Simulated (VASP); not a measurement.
# B5W2 (P1) in VASP: single point with PBE

Aim: the single point of B5W2 with PBE.

All numbers are computed with VASP 6.6.1; they aren't measurements. Logs are shortened: lines on timing, memory, paths and dates and some standing lists are left out, and cuts for length are marked.

## 1. The cell of the first run

The typed cell holds 7 atoms: a = 3.065 Å, b = 3.039 Å, c = 7.276 Å, α = 105.21°, β = 103.54°, γ = 60.92°.

## 2. Single point, PBE

File INCAR:

```
PREC     = Accurate       # precision mode
ENCUT    = 520            # plane-wave cutoff, eV
EDIFF    = 1E-7           # SCF threshold, eV
ISMEAR   = -1             # smearing method
SIGMA    = 0.1            # smearing width, eV
LREAL    = False          # projectors in reciprocal space
LASPH    = True           # aspherical terms in the spheres
NELM     = 60             # most SCF steps
ALGO     = Normal         # electronic algorithm
ISIF     = 2              # what is computed and relaxed
LWAVE    = False          # write WAVECAR
LCHARG   = True           # write CHGCAR
GGA      = PE             # functional
LELF     = True           # ELF
LVHAR    = True         
NBANDS   = 30             # bands
```

File KPOINTS:

```
Automatic mesh
0
Gamma
  7 7 3
  0 0.5 0
```

File POSCAR:

```
B5W2
1.0
    1.5604710000      2.6376430000     -0.0415610000
   -1.5334290000      2.6220300000     -0.0867320000
    0.0956510000     -1.9248500000      7.0159310000
B W
5 2
Direct
    0.1845760000      0.1812800000      0.5622860000
    0.8118580000      0.8204360000      0.4445410000
    0.3397430000      0.3287200000      0.0006470000
    0.6841090000      0.6750790000      0.0169570000
    0.4870210000      0.5106940000      0.5039990000
    0.0928710000      0.0819390000      0.2296450000
    0.9174970000      0.9134210000      0.7828430000
```

Potentials or basis: VASP PAW PBE potentials, release 64 (B, W_sv).

Started as:

```console
> cat potpaw_PBE.64/B/POTCAR potpaw_PBE.64/W_sv/POTCAR > POTCAR
> mpirun -np 1 vasp_std > vasp.out
```

OUTCAR:

```text
PREC = Accurate
   ENCUT = 520
   EDIFF = 1E-7
   ISMEAR = -1
   LREAL = False
   LASPH = True
   NELM = 60
   ISIF = 2
   GGA = PE

 ion  position               nearest neighbor table
   1  0.185  0.181  0.562-   5 1.76   5 1.83   5 1.86   2 1.87   2 1.97   2 2.02   7 2.27   6 2.33
                             7 2.35   7 2.42
   2  0.812  0.820  0.445-   5 1.80   5 1.81   5 1.84   1 1.87   1 1.97   1 2.02   6 2.27   6 2.30
                             7 2.37   6 2.40
   3  0.340  0.329  0.001-   4 1.76   4 1.77   4 1.79   7 2.31   7 2.31   6 2.34   7 2.37   6 2.39
                             6 2.42
   4  0.684  0.675  0.017-   3 1.76   3 1.77   3 1.79   6 2.26   6 2.31   6 2.36   7 2.38   7 2.38
                             7 2.46
   5  0.487  0.511  0.504-   1 1.76   2 1.80   2 1.81   1 1.83   2 1.84   1 1.86   6 2.49   7 2.52
                             7 2.63   6 2.67   6 2.67   7 2.74
   6  0.093  0.082  0.230-   4 2.26   2 2.27   2 2.30   4 2.31   1 2.33   3 2.34   4 2.36   3 2.39
                             2 2.40   3 2.42   5 2.49   5 2.67   5 2.67   7 3.11
   7  0.917  0.913  0.783-   1 2.27   3 2.31   3 2.31   1 2.35   2 2.37   3 2.37   4 2.38   4 2.38
                             1 2.42   4 2.46   5 2.52   5 2.63   5 2.74   6 3.11

  LATTYP: Found a triclinic cell.
 ALAT       =     5.2613069128
 B/A-ratio  =     0.5825465873
 C/A-ratio  =     1.5166998664
 COS(alpha) =     0.0143982726
 COS(beta)  =     0.2587062376
 COS(gamma) =     0.8632611568

  Lattice vectors:

 A1 = (   0.0270420000,   5.2596730000,  -0.1282930000)
 A2 = (   1.5604710000,   2.6376430000,  -0.0415610000)
 A3 = (  -3.1895510000,   1.9092370000,  -7.0611020000)

Analysis of symmetry for initial positions (statically):
=====================================================================
 Subroutine PRICEL returns:
 Original cell was already a primitive cell.

 Routine SETGRP: Setting up the symmetry group for a
 triclinic supercell.

 Subroutine GETGRP returns: Found  1 space group operations
 (whereof  1 operations were pure point group operations)
 out of a pool of  2 trial point group operations.

The static configuration has the point symmetry C_1 .

Analysis of symmetry for dynamics (positions and initial velocities):
=====================================================================
 Subroutine PRICEL returns:
 Original cell was already a primitive cell.

 Routine SETGRP: Setting up the symmetry group for a
 triclinic supercell.

 Subroutine GETGRP returns: Found  1 space group operations
 (whereof  1 operations were pure point group operations)
 out of a pool of  2 trial point group operations.

The dynamic configuration has the point symmetry C_1 .

 Subroutine INISYM returns: Found  1 space group operations
 (whereof  1 operations are pure point group operations),
 and found     1 'primitive' translations

----------------------------------------------------------------------------------------

                                     Primitive cell

  volume of cell :      56.6887

  direct lattice vectors                    reciprocal lattice vectors
     1.560471000  2.637643000 -0.041561000     0.321564093  0.189634704  0.047643062
    -1.533429000  2.622030000 -0.086732000    -0.325030169  0.193197960  0.057435935
     0.095651000 -1.924850000  7.015931000    -0.002113189  0.003511701  0.143525019

  length of vectors
     3.064956387  3.038744520  7.275815036     0.376343791  0.382451237  0.143583525

  position of ions in fractional coordinates (direct lattice)
     0.184576000  0.181280000  0.562286000
     0.811858000  0.820436000  0.444541000
     0.339743000  0.328720000  0.000647000
     0.684109000  0.675079000  0.016957000
     0.487021000  0.510694000  0.503999000
     0.092871000  0.081939000  0.229645000
     0.917497000  0.913421000  0.782843000

  ion indices of the primitive-cell ions
   primitive index   ion index
                 1           1
                 2           2
                 3           3
                 4           4
                 5           5
                 6           6
                 7           7

----------------------------------------------------------------------------------------

 KPOINTS: Automatic mesh

Automatic generation of k-mesh.
 Grid dimensions read from file:
 generate k-points for:    7    7    3

 Generating k-lattice:

  Cartesian coordinates                     Fractional coordinates (reciprocal lattice)
     0.045937728  0.027090672  0.006806152     0.142857143  0.000000000  0.000000000
    -0.046432881  0.027599709  0.008205134     0.000000000  0.142857143 -0.000000000
    -0.000704396  0.001170567  0.047841673    -0.000000000  0.000000000  0.333333333

  Length of vectors
     0.053763399  0.054635891  0.047861175

  Shift w.r.t. Gamma in fractional coordinates (k-lattice)
     0.000000000  0.500000000  0.000000000

 Subroutine IBZKPT returns following result:
 ===========================================

 Found     74 irreducible k-points:

 Following reciprocal coordinates:
            Coordinates               Weight
 -0.000000  0.071429  0.000000      2.000000
  0.142857  0.071429  0.000000      2.000000
  0.285714  0.071429  0.000000      2.000000
  0.428571  0.071429  0.000000      2.000000
 -0.428571  0.071429  0.000000      2.000000
 -0.285714  0.071429  0.000000      2.000000
[... 16 lines left out ...]
  0.142857  0.500000 -0.000000      2.000000
  0.285714  0.500000 -0.000000      2.000000
 [... further k-points ...]
   k-points           NKPTS =     74   k-points in BZ     NKDIM =     74   number of bands    NBANDS=     30
   number of dos      NEDOS =    301   number of ions     NIONS =      7
   total plane-waves  NPLWV =  31104
   dimension x,y,z NGX =    24 NGY =   24 NGZ =   54
   dimension x,y,z NGXF=    48 NGYF=   48 NGZF=  108
   ions per type =               5   2
   NGX,Y,Z   is equivalent  to a cutoff of  13.02, 13.13, 12.34 a.u.
   NGXF,Y,Z  is equivalent  to a cutoff of  26.04, 26.26, 24.68 a.u.
 SYSTEM =  unknown system
   PREC   = accura    normal or accurate (medium, high low for compatibility)
   ISTART =      0    job   : 0-new  1-cont  2-samecut
   ICHARG =      2    charge: 1-file 2-atom 10-const
   ISPIN  =      1    spin polarized calculation?
   LNONCOLLINEAR =      F non collinear calculations
   LSORBIT =      F    spin-orbit coupling
   LASPH  =      T    aspherical Exc in radial PAW
   ENCUT  =  520.0 eV  38.22 Ry    6.18 a.u.   5.70  5.65 13.53*2*pi/ulx,y,z
   NELM   =     60;   NELMIN=  2; NELMDL= -5     # of ELM steps
   EDIFF  = 0.1E-06   stopping-criterion for ELM
   LREAL  =      F    real-space projection
   EDIFFG = 0.1E-05   stopping-criterion for IOM
   NSW    =      0    number of steps for IOM
   IBRION =     -1    ionic relax: 0-MD 1-quasi-New 2-CG
   NFREE  =      0    steps in history (QN), initial steepest desc. (CG)
   ISIF   =      2    stress and relaxation
   ISYM   =      2    0-nonsym 1-usesym 2-fastsym
   POTIM  = 0.5000    time-step for ionic-motion
   TEBEG  =    0.0;   TEEND  =   0.0 temperature during run
   PSTRESS=    0.0 pullay stress
   NELECT =      43.0000    total number of electrons
   NUPDOWN=      -1.0000    fix difference up-down
   EMIN   =  10.00;   EMAX   =-10.00  energy-range for DOS
   EFERMI =   0.00;   METHOD = LEGACY
   ISMEAR =    -1;   SIGMA  =   0.10  broadening in eV -4-tet -1-fermi 0-gaus
   EFERMI_NEDOS =   21; number of points for ismear=-14 and -15
   IALGO  =     38    algorithm
   IMIX   =      4    mixing-type and parameters
     AMIX     =   0.40;   BMIX     =  1.00
     AMIX_MAG =   1.60;   BMIX_MAG =  1.00
  volume/ion in A,a.u.               =       8.10        54.65
  Fermi-wavevector in a.u.,A,eV,Ry     =   1.493020  2.821399 30.328862  2.229108
  Thomas-Fermi vector in A             =   2.605474
   LORBIT       =      0    0 simple, 1 ext, 2 COOP (PROOUT), +10 PAW based schemes
   GGA     = PE    functional components
   LHFCALC =     F    Hartree Fock is set to
   AEXX    =    0.0000 exact exchange contribution
   IVDW    =     0    specifies the selected vdW correction
   LEPSILON=     F    determine dielectric tensor
   LRPA    =     F    only Hartree local field effects (RPA)
 non-spin polarized calculation
  energy-cutoff  :      520.00
  volume of cell :       56.69
 maximum number of plane-waves:      1539
   NGX = 11   NGY = 11   NGZ = 27

 number of electron      42.9999999 magnetization

 Free energy of the ion-electron system (eV)
  ---------------------------------------------------
  ext. energy  EPLUGINS =         0.00000000
  ---------------------------------------------------
  free energy    TOTEN  =       -57.46841045 eV

  energy without entropy =      -57.39410327  energy(sigma->0) =      -57.43125686

 E-fermi :  12.5707     XC(G=0): -13.6676

 val. band max:       12.5676636199   @ k =  -0.2857   0.3571   0.3333
 cond. band min:      12.5811375615   @ k =   0.4286   0.3571   0.3333
 fundamental gap:      0.0134739416
 Fermi energy:        12.5707423847

 k-point     1 :      -0.0000    0.0714    0.0000
  band No.  band energies     occupation
      1     -62.4418      2.00000
      2     -62.4353      2.00000
      3     -27.0461      2.00000
      4     -26.8539      2.00000
      5     -26.5424      2.00000
      6     -26.5151      2.00000
[... 22 lines left out ...]
     29      15.3781      0.00000
     30      16.8053      0.00000

 k-point     2 :       0.1429    0.0714    0.0000
  band No.  band energies     occupation
      1     -62.4391      2.00000
      2     -62.4326      2.00000
      3     -27.0361      2.00000
      4     -26.8475      2.00000
      5     -26.5780      2.00000
      6     -26.5539      2.00000
[... 22 lines left out ...]
     29      15.4614      0.00000
     30      17.4025      0.00000

 k-point     3 :       0.2857    0.0714    0.0000
  band No.  band energies     occupation
      1     -62.4286      2.00000
      2     -62.4222      2.00000
      3     -26.9986      2.00000
      4     -26.8207      2.00000
      5     -26.7660      2.00000
      6     -26.7363      2.00000
[... 22 lines left out ...]
     29      16.3989      0.00000
     30      17.4699      0.00000

 k-point     4 :       0.4286    0.0714    0.0000
  band No.  band energies     occupation
      1     -62.4183      2.00000
      2     -62.4120      2.00000
      3     -26.9625      2.00000
      4     -26.9416      2.00000
      5     -26.9075      2.00000
      6     -26.7931      2.00000
[... 22 lines left out ...]
     29      17.6062      0.00000
     30      18.4346      0.00000

 k-point     5 :      -0.4286    0.0714    0.0000
  band No.  band energies     occupation
      1     -62.4159      2.00000
      2     -62.4096      2.00000
      3     -26.9832      2.00000
      4     -26.9538      2.00000
      5     -26.9460      2.00000
      6     -26.7862      2.00000
[... 22 lines left out ...]
     29      17.5619      0.00000
     30      18.5348      0.00000
[... 526 lines left out ...]
     29      18.2201      0.00000
     30      18.2852      0.00000

 k-point    22 :       0.0000    0.5000    0.0000
  band No.  band energies     occupation
      1     -62.4142      2.00000
      2     -62.4079      2.00000
      3     -27.0130      2.00000
      4     -26.9733      2.00000
      5     -26.9373      2.00000
      6     -26.7847      2.00000
[... 22 lines left out ...]
     29      17.7015      0.00000
     30      18.3189      0.00000

 k-point    23 :       0.1429    0.5000   -0.0000
  band No.  band energies     occupation
      1     -62.4139      2.00000
      2     -62.4076      2.00000
      3     -26.9730      2.00000
      4     -26.9484      2.00000
      5     -26.9153      2.00000
      6     -26.7851      2.00000
[... 22 lines left out ...]
     29      17.7634      0.00000
     30      18.3634      0.00000

 k-point    24 :       0.2857    0.5000   -0.0000
  band No.  band energies     occupation
      1     -62.4131      2.00000
      2     -62.4069      2.00000
      3     -26.9481      2.00000
      4     -26.9281      2.00000
      5     -26.8847      2.00000
      6     -26.7855      2.00000
[... 22 lines left out ...]
     29      17.8524      0.00000
     30      18.0876      0.00000

 [... further k-points ...]

------------------------ aborting loop because EDIFF is reached ----------------------------------------

  FORCE on cell =-STRESS in cart. coord.  units (eV):
  Direction    XX          YY          ZZ          XY          YZ          ZX
  --------------------------------------------------------------------------------------
  -------------------------------------------------------------------------------------
  Total        5.4728339      5.5507292      6.9397168     -1.1936262      1.4961153     -1.2529257
  in kB      154.6773460    156.8788794    196.1354911    -33.7351598     42.2843339    -35.4111282
  external PRESSURE =     169.2305722 kB  Pullay stress =       0.0000000 kB

 VOLUME and BASIS-vectors are now :
 -----------------------------------------------------------------------------
  energy-cutoff  :      520.00
  volume of cell :       56.69
      direct lattice vectors                 reciprocal lattice vectors
     1.560471000  2.637643000 -0.041561000     0.321564093  0.189634704  0.047643062
    -1.533429000  2.622030000 -0.086732000    -0.325030169  0.193197960  0.057435935
     0.095651000 -1.924850000  7.015931000    -0.002113189  0.003511701  0.143525019

 POSITION                                       TOTAL-FORCE (eV/Angst)
 -----------------------------------------------------------------------------------
      0.06383     -0.12015      3.92157         0.084909     -0.650062     -0.185827
      0.05132      3.43692      3.01397        -0.369902      0.771042      0.771806
      0.02615      1.75679     -0.03809        -0.139316      0.097402     -0.050394
      0.03397      3.54187      0.03199         0.042311     -0.503286     -0.519975
      0.02508      1.65352      3.47149         0.234776     -0.007732      0.084479
      0.04124      0.01777      1.60021        -0.094533      0.420142      0.457746
      0.10594      3.30819      5.37502         0.241756     -0.127505     -0.557834
 -----------------------------------------------------------------------------------
    total drift:                                0.000050     -0.000041     -0.000163

  FREE ENERGIE OF THE ION-ELECTRON SYSTEM (eV)
  ---------------------------------------------------
  free  energy   TOTEN  =       -57.4684104463 eV

  energy  without entropy=      -57.3941032670  energy(sigma->0) =      -57.43125686
```

It took 3.4 min on 1 thread of AMD EPYC 7R13, shared host; peak memory 0.22 GiB.

What came out:

```
Free energy            : -57.4684 eV
Pressure               : 16.9 GPa
Largest force          : 1.152 eV/Å
Band gap on the k mesh : zero (an odd number of electrons rules out a gap without spin polarisation)
```

Forces in eV/Å, atoms in the order of the input:
```
B    0.085 -0.650 -0.186
B   -0.370  0.771  0.772
B   -0.139  0.097 -0.050
B    0.042 -0.503 -0.520
B    0.235 -0.008  0.084
W   -0.095  0.420  0.458
W    0.242 -0.128 -0.558
```

Caveat: the cell stands under pressure; spin-orbit coupling is left out, which moves the levels of the heavy elements; forces of over 1 eV/Å act on the atoms, so gaps and moduli don't describe the material at rest.
